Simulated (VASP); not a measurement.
# Ag (Fm-3m) in VASP: a series of runs

Ag is run at these levels: PBE; tasks: single point, relaxation of cell and atoms.

Everything below comes from runs of VASP 6.6.1. Logs are shortened: lines on timing, memory, paths and dates and some standing lists are left out, and cuts for length are marked.

## (1) The cell of the first run

It takes space group Fm-3m (No. 225, cubic). The conventional cell has a = 3.470 Å, b = 3.470 Å, c = 3.470 Å, α = 90.00°, β = 90.00°, γ = 90.00°. Ag (site symmetry m-3m) has 12 Ag at 2.45 Å within 3.2 Å.

## (2) Single point, PBE

File INCAR:

```
SYSTEM = Ag
  PREC = Accurate
  ENCUT = 520
  EDIFF = 1E-7
  ISMEAR = -1
  SIGMA = 0.1
  LREAL = .False.
  LASPH = .True.
  NELM = 60
  ALGO = Normal
  ISIF = 2
  LWAVE = .False.
  LCHARG = .False.
  GGA = PE
  NBANDS = 12
```

File KPOINTS:

```
Automatic mesh
0
Gamma
  19 19 19
  0 0 0
```

File POSCAR:

```
Ag
1.0
    0.0000000000      1.7349609359      1.7349609359
    1.7349609359      0.0000000000      1.7349609359
    1.7349609359      1.7349609359      0.0000000000
Ag
1
Direct
    0.0000000000      0.0000000000      0.0000000000
```

Potentials or basis: VASP PAW PBE potentials, release 64 (Ag).

The run is started by

```bash
cat potpaw_PBE.64/Ag/POTCAR > POTCAR
mpirun -np 1 vasp_std > vasp.out
```

OUTCAR:

```text
SYSTEM = Ag
   PREC = Accurate
   ENCUT = 520
   EDIFF = 1E-7
   ISMEAR = -1
   LREAL = .False.
   LASPH = .True.
   NELM = 60
   ISIF = 2
   GGA = PE

 ion  position               nearest neighbor table
   1  0.000  0.000  0.000-

  LATTYP: Found a face centered cubic cell.
 ALAT       =     3.4699218718

  Lattice vectors:

 A1 = (   0.0000000000,   1.7349609359,   1.7349609359)
 A2 = (   1.7349609359,   0.0000000000,   1.7349609359)
 A3 = (   1.7349609359,   1.7349609359,   0.0000000000)

Analysis of symmetry for initial positions (statically):
=====================================================================
 Subroutine PRICEL returns:
 Original cell was already a primitive cell.

 Routine SETGRP: Setting up the symmetry group for a
 face centered cubic supercell.

 Subroutine GETGRP returns: Found 48 space group operations
 (whereof 48 operations were pure point group operations)
 out of a pool of 48 trial point group operations.

The static configuration has the point symmetry O_h .

Analysis of symmetry for dynamics (positions and initial velocities):
=====================================================================
 Subroutine PRICEL returns:
 Original cell was already a primitive cell.

 Routine SETGRP: Setting up the symmetry group for a
 face centered cubic supercell.

 Subroutine GETGRP returns: Found 48 space group operations
 (whereof 48 operations were pure point group operations)
 out of a pool of 48 trial point group operations.

The dynamic configuration has the point symmetry O_h .

 Subroutine INISYM returns: Found 48 space group operations
 (whereof 48 operations are pure point group operations),
 and found     1 'primitive' translations

----------------------------------------------------------------------------------------

                                     Primitive cell

  volume of cell :      10.4448

  direct lattice vectors                    reciprocal lattice vectors
     0.000000000  1.734960936  1.734960936    -0.288190927  0.288190927  0.288190927
     1.734960936  0.000000000  1.734960936     0.288190927 -0.288190927  0.288190927
     1.734960936  1.734960936  0.000000000     0.288190927  0.288190927 -0.288190927

  length of vectors
     2.453605286  2.453605286  2.453605286     0.499161327  0.499161327  0.499161327

  position of ions in fractional coordinates (direct lattice)
     0.000000000  0.000000000  0.000000000

  ion indices of the primitive-cell ions
   primitive index   ion index
                 1           1

----------------------------------------------------------------------------------------

 KPOINTS: Automatic mesh

Automatic generation of k-mesh.
 Grid dimensions read from file:
 generate k-points for:   19   19   19

 Generating k-lattice:

  Cartesian coordinates                     Fractional coordinates (reciprocal lattice)
    -0.015167944  0.015167944  0.015167944     0.052631579  0.000000000  0.000000000
     0.015167944 -0.015167944  0.015167944     0.000000000  0.052631579  0.000000000
     0.015167944  0.015167944 -0.015167944     0.000000000  0.000000000  0.052631579

  Length of vectors
     0.026271649  0.026271649  0.026271649

  Shift w.r.t. Gamma in fractional coordinates (k-lattice)
     0.000000000  0.000000000  0.000000000

 Subroutine IBZKPT returns following result:
 ===========================================

 Found    220 irreducible k-points:

 Following reciprocal coordinates:
            Coordinates               Weight
  0.000000  0.000000  0.000000      1.000000
  0.052632  0.000000  0.000000      8.000000
  0.105263  0.000000  0.000000      8.000000
  0.157895  0.000000  0.000000      8.000000
  0.210526  0.000000  0.000000      8.000000
  0.263158  0.000000  0.000000      8.000000
[... 16 lines left out ...]
 -0.315789  0.052632  0.000000     24.000000
 -0.263158  0.052632  0.000000     24.000000
 [... further k-points ...]
   k-points           NKPTS =    220   k-points in BZ     NKDIM =    220   number of bands    NBANDS=     12
   number of dos      NEDOS =    301   number of ions     NIONS =      1
   total plane-waves  NPLWV =   5832
   dimension x,y,z NGX =    18 NGY =   18 NGZ =   18
   dimension x,y,z NGXF=    36 NGYF=   36 NGZF=   36
   ions per type =               1
   NGX,Y,Z   is equivalent  to a cutoff of  12.20, 12.20, 12.20 a.u.
   NGXF,Y,Z  is equivalent  to a cutoff of  24.39, 24.39, 24.39 a.u.
 SYSTEM =  Ag
   PREC   = accura    normal or accurate (medium, high low for compatibility)
   ISTART =      0    job   : 0-new  1-cont  2-samecut
   ICHARG =      2    charge: 1-file 2-atom 10-const
   ISPIN  =      1    spin polarized calculation?
   LNONCOLLINEAR =      F non collinear calculations
   LSORBIT =      F    spin-orbit coupling
   LASPH  =      T    aspherical Exc in radial PAW
   ENCUT  =  520.0 eV  38.22 Ry    6.18 a.u.   4.56  4.56  4.56*2*pi/ulx,y,z
   NELM   =     60;   NELMIN=  2; NELMDL= -5     # of ELM steps
   EDIFF  = 0.1E-06   stopping-criterion for ELM
   LREAL  =      F    real-space projection
   EDIFFG = 0.1E-05   stopping-criterion for IOM
   NSW    =      0    number of steps for IOM
   IBRION =     -1    ionic relax: 0-MD 1-quasi-New 2-CG
   NFREE  =      0    steps in history (QN), initial steepest desc. (CG)
   ISIF   =      2    stress and relaxation
   ISYM   =      2    0-nonsym 1-usesym 2-fastsym
   POTIM  = 0.5000    time-step for ionic-motion
   TEBEG  =    0.0;   TEEND  =   0.0 temperature during run
   PSTRESS=    0.0 pullay stress
   NELECT =      11.0000    total number of electrons
   NUPDOWN=      -1.0000    fix difference up-down
   EMIN   =  10.00;   EMAX   =-10.00  energy-range for DOS
   EFERMI =   0.00;   METHOD = LEGACY
   ISMEAR =    -1;   SIGMA  =   0.10  broadening in eV -4-tet -1-fermi 0-gaus
   EFERMI_NEDOS =   21; number of points for ismear=-14 and -15
   IALGO  =     38    algorithm
   IMIX   =      4    mixing-type and parameters
     AMIX     =   0.40;   BMIX     =  1.00
     AMIX_MAG =   1.60;   BMIX_MAG =  1.00
  volume/ion in A,a.u.               =      10.44        70.48
  Fermi-wavevector in a.u.,A,eV,Ry     =   1.665608  3.147542 37.745945  2.774249
  Thomas-Fermi vector in A             =   2.751948
   LORBIT       =      0    0 simple, 1 ext, 2 COOP (PROOUT), +10 PAW based schemes
   GGA     = PE    functional components
   LHFCALC =     F    Hartree Fock is set to
   AEXX    =    0.0000 exact exchange contribution
   IVDW    =     0    specifies the selected vdW correction
   LEPSILON=     F    determine dielectric tensor
   LRPA    =     F    only Hartree local field effects (RPA)
 non-spin polarized calculation
  energy-cutoff  :      520.00
  volume of cell :       10.44
 maximum number of plane-waves:       295
   NGX =  9   NGY =  9   NGZ =  9

 number of electron      11.0000006 magnetization

 Free energy of the ion-electron system (eV)
  ---------------------------------------------------
  ext. energy  EPLUGINS =         0.00000000
  ---------------------------------------------------
  free energy    TOTEN  =         0.12861625 eV

  energy without entropy =        0.13426589  energy(sigma->0) =        0.13144107

 E-fermi :  18.0351     XC(G=0): -15.3908

 val. band max:       17.9880660040   @ k =  -0.3684   0.1579   0.0526
 cond. band min:      18.0441635492   @ k =   0.4737   0.4211   0.0526
 fundamental gap:      0.0560975452
 Fermi energy:        18.0351464937

 k-point     1 :       0.0000    0.0000    0.0000
  band No.  band energies     occupation
      1       5.3689      2.00000
      2      10.0472      2.00000
      3      10.0472      2.00000
      4      10.0472      2.00000
      5      12.4562      2.00000
      6      12.4562      2.00000
      7      33.3853      0.00000
      8      40.0454      0.00000
      9      40.0454      0.00000
     10      40.0454      0.00000
     11      46.6196      0.00000
     12      52.4830      0.00000

 k-point     2 :       0.0526    0.0000    0.0000
  band No.  band energies     occupation
      1       5.5028      2.00000
      2       9.9920      2.00000
      3      10.0993      2.00000
      4      10.0993      2.00000
      5      12.4276      2.00000
      6      12.4276      2.00000
      7      33.5780      0.00000
      8      39.2706      0.00000
      9      40.2421      0.00000
     10      40.2421      0.00000
     11      47.4654      0.00000
     12      52.3790      0.00000

 k-point     3 :       0.1053    0.0000    0.0000
  band No.  band energies     occupation
      1       5.8845      2.00000
      2       9.8570      2.00000
      3      10.2376      2.00000
      4      10.2376      2.00000
      5      12.3639      2.00000
      6      12.3639      2.00000
      7      34.1006      0.00000
      8      37.6444      0.00000
      9      40.8161      0.00000
     10      40.8161      0.00000
     11      48.5784      0.00000
     12      51.5207      0.00000
[... 286 lines left out ...]
 k-point    23 :      -0.3158    0.0526    0.0000
  band No.  band energies     occupation
      1       7.2023      2.00000
      2      10.2105      2.00000
      3      10.3126      2.00000
      4      11.7399      2.00000
      5      13.0687      2.00000
      6      14.1009      2.00000
      7      29.5099      0.00000
      8      34.3495      0.00000
      9      41.2590      0.00000
     10      43.7847      0.00000
     11      45.5318      0.00000
     12      47.0563      0.00000

 k-point    24 :      -0.2632    0.0526    0.0000
  band No.  band energies     occupation
      1       7.3164      2.00000
      2      10.3086      2.00000
      3      10.4716      2.00000
      4      10.7187      2.00000
      5      12.5676      2.00000
      6      13.4454      2.00000
      7      31.5035      0.00000
      8      35.0888      0.00000
      9      42.1176      0.00000
     10      44.2716      0.00000
     11      45.5179      0.00000
     12      46.0069      0.00000

 [... further k-points ...]
[... 5 lines left out ...]
  --------------------------------------------------------------------------------------
  -------------------------------------------------------------------------------------
  Total       14.2777494     14.2777494     14.2777494     -0.0000000      0.0000000      0.0000000
  in kB     2190.1367835   2190.1367835   2190.1367835     -0.0000000      0.0000000      0.0000000
  external PRESSURE =    2190.1367835 kB  Pullay stress =       0.0000000 kB

 VOLUME and BASIS-vectors are now :
 -----------------------------------------------------------------------------
  energy-cutoff  :      520.00
  volume of cell :       10.44
      direct lattice vectors                 reciprocal lattice vectors
     0.000000000  1.734960936  1.734960936    -0.288190927  0.288190927  0.288190927
     1.734960936  0.000000000  1.734960936     0.288190927 -0.288190927  0.288190927
     1.734960936  1.734960936  0.000000000     0.288190927  0.288190927 -0.288190927

 POSITION                                       TOTAL-FORCE (eV/Angst)
 -----------------------------------------------------------------------------------
      0.00000      0.00000      0.00000        -0.000000     -0.000000      0.000000
 -----------------------------------------------------------------------------------
    total drift:                               -0.000000     -0.000000     -0.000000

  FREE ENERGIE OF THE ION-ELECTRON SYSTEM (eV)
  ---------------------------------------------------
  free  energy   TOTEN  =         0.1286162547 eV

  energy  without entropy=        0.1342658878  energy(sigma->0) =        0.13144107
```

It took 13 s on 1 thread of Intel Xeon 6975P-C (Granite Rapids), shared host; peak memory 0.14 GiB.

What came out:

| Quantity | Value |
| --- | --- |
| Free energy | 0.1286 eV |
| Pressure | 219.0 GPa |

## (3) Single point, PBE

File INCAR:

```
SYSTEM = Ag
ALGO     = Normal         ! electronic algorithm
EDIFF    = 1E-6           ! SCF threshold, eV
ENCUT    = 520            ! plane-wave cutoff, eV
GGA      = PE             ! functional
ISIF     = 2              ! what is computed and relaxed
ISMEAR   = -1             ! smearing method
LASPH    = .TRUE.         ! aspherical terms in the spheres
LCHARG   = .FALSE.        ! write CHGCAR
LREAL    = .FALSE.        ! projectors in reciprocal space
LWAVE    = .FALSE.        ! write WAVECAR
NBANDS   = 12             ! bands
NELM     = 60             ! most SCF steps
PREC     = Accurate       ! precision mode
SIGMA    = 0.1            ! smearing width, eV
```

File KPOINTS:

```
k-points
0
G
  19 19 19
  0 0 0
```

File POSCAR:

```
Ag
1.0
    0.0000000000      1.7348926955      1.7348926955
    1.7348926955      0.0000000000      1.7348926955
    1.7348926955      1.7348926955      0.0000000000
Ag
1
Direct
    0.0000000000      0.0000000000      0.0000000000
```

Potentials or basis: VASP PAW PBE potentials, release 64 (Ag).

The run is started by

```bash
cat potpaw_PBE.64/Ag/POTCAR > POTCAR
mpirun -np 1 vasp_std > vasp.out
```

OUTCAR:

```text
SYSTEM = Ag
   EDIFF = 1E-6
   ENCUT = 520
   GGA = PE
   ISIF = 2
   ISMEAR = -1
   LASPH = .TRUE.
   LREAL = .FALSE.
   NELM = 60
   PREC = Accurate

 ion  position               nearest neighbor table
   1  0.000  0.000  0.000-

  LATTYP: Found a face centered cubic cell.
 ALAT       =     3.4697853910

  Lattice vectors:

 A1 = (   0.0000000000,   1.7348926955,   1.7348926955)
 A2 = (   1.7348926955,   0.0000000000,   1.7348926955)
 A3 = (   1.7348926955,   1.7348926955,   0.0000000000)

Analysis of symmetry for initial positions (statically):
=====================================================================
 Subroutine PRICEL returns:
 Original cell was already a primitive cell.

 Routine SETGRP: Setting up the symmetry group for a
 face centered cubic supercell.

 Subroutine GETGRP returns: Found 48 space group operations
 (whereof 48 operations were pure point group operations)
 out of a pool of 48 trial point group operations.

The static configuration has the point symmetry O_h .

Analysis of symmetry for dynamics (positions and initial velocities):
=====================================================================
 Subroutine PRICEL returns:
[... 159 lines left out ...]
 Fermi energy:        18.0382572063

 k-point     1 :       0.0000    0.0000    0.0000
  band No.  band energies     occupation
      1       5.3706      2.00000
      2      10.0492      2.00000
      3      10.0492      2.00000
      4      10.0492      2.00000
      5      12.4586      2.00000
      6      12.4586      2.00000
      7      33.3877      0.00000
      8      40.0486      0.00000
      9      40.0486      0.00000
     10      40.0486      0.00000
     11      46.6234      0.00000
     12      52.4850      0.00000
[... 331 lines left out ...]
 k-point    24 :      -0.2632    0.0526    0.0000
  band No.  band energies     occupation
      1       7.3181      2.00000
      2      10.3106      2.00000
      3      10.4736      2.00000
      4      10.7208      2.00000
      5      12.5700      2.00000
      6      13.4480      2.00000
      7      31.5072      0.00000
      8      35.0919      0.00000
      9      42.1222      0.00000
     10      44.2754      0.00000
     11      45.5220      0.00000
     12      46.0118      0.00000

 [... further k-points ...]
[... 5 lines left out ...]
  --------------------------------------------------------------------------------------
  -------------------------------------------------------------------------------------
  Total       14.2827543     14.2827543     14.2827543     -0.0000000      0.0000000     -0.0000000
  in kB     2191.1630555   2191.1630555   2191.1630555     -0.0000000      0.0000000     -0.0000000
  external PRESSURE =    2191.1630555 kB  Pullay stress =       0.0000000 kB

 VOLUME and BASIS-vectors are now :
 -----------------------------------------------------------------------------
  energy-cutoff  :      520.00
  volume of cell :       10.44
      direct lattice vectors                 reciprocal lattice vectors
     0.000000000  1.734892695  1.734892695    -0.288202262  0.288202262  0.288202262
     1.734892695  0.000000000  1.734892695     0.288202262 -0.288202262  0.288202262
     1.734892695  1.734892695  0.000000000     0.288202262  0.288202262 -0.288202262

 POSITION                                       TOTAL-FORCE (eV/Angst)
 -----------------------------------------------------------------------------------
      0.00000      0.00000      0.00000         0.000000      0.000000      0.000000
 -----------------------------------------------------------------------------------
    total drift:                                0.000000     -0.000000     -0.000000

  FREE ENERGIE OF THE ION-ELECTRON SYSTEM (eV)
  ---------------------------------------------------
  free  energy   TOTEN  =         0.1303009749 eV

  energy  without entropy=        0.1359501901  energy(sigma->0) =        0.13312558
```

OSZICAR:

```text
N       E                     dE             d eps       ncg     rms          rms(c)
DAV:   1     0.554255492354E+02    0.55426E+02   -0.57840E+03  5336   0.897E+02
DAV:   2     0.597438789290E+00   -0.54828E+02   -0.52246E+02  6256   0.218E+02
DAV:   3    -0.188029744292E+00   -0.78547E+00   -0.78513E+00  6320   0.254E+01
DAV:   4    -0.189721295526E+00   -0.16916E-02   -0.16915E-02  6336   0.128E+00
DAV:   5    -0.189728145295E+00   -0.68498E-05   -0.68493E-05  6424   0.700E-02    0.226E+01
DAV:   6     0.533813723227E-01    0.24311E+00   -0.33211E-01  6280   0.597E+00    0.130E+01
DAV:   7     0.125202524309E+00    0.71821E-01   -0.10167E-01  7088   0.321E+00    0.243E+00
DAV:   8     0.130326377061E+00    0.51239E-02   -0.89157E-03  5688   0.104E+00    0.164E-01
DAV:   9     0.130306506373E+00   -0.19871E-04   -0.35574E-05  6476   0.596E-02    0.174E-02
DAV:  10     0.130301119615E+00   -0.53868E-05   -0.37179E-06  6496   0.132E-02    0.294E-03
DAV:  11     0.130300974860E+00   -0.14475E-06   -0.49179E-08  4012   0.194E-03
   1 F= 0.13030097E+00 E0= 0.13312558E+00  d E =-.564922E-02
```

stdout:

```text
POSCAR found type information on POSCAR Ag
 POSCAR found :  1 types and       1 ions
 scaLAPACK will be used
 LDA part: xc-table for (Slater+PW92), standard interpolation
 POSCAR, INCAR and KPOINTS ok, starting setup
 FFT: planning ... GRIDC
 FFT: planning ... GRID_SOFT
 FFT: planning ... GRID
 WAVECAR not read
 entering main loop
```

Run time: 12 s. Hardware: 1 thread of Intel Xeon 6975P-C (Granite Rapids), shared host; peak memory 0.14 GiB.

What came out:

| Quantity | Value |
| --- | --- |
| Free energy | 0.1303 eV |
| Pressure | 219.1 GPa |

(Part 1 of 2 ends here.)
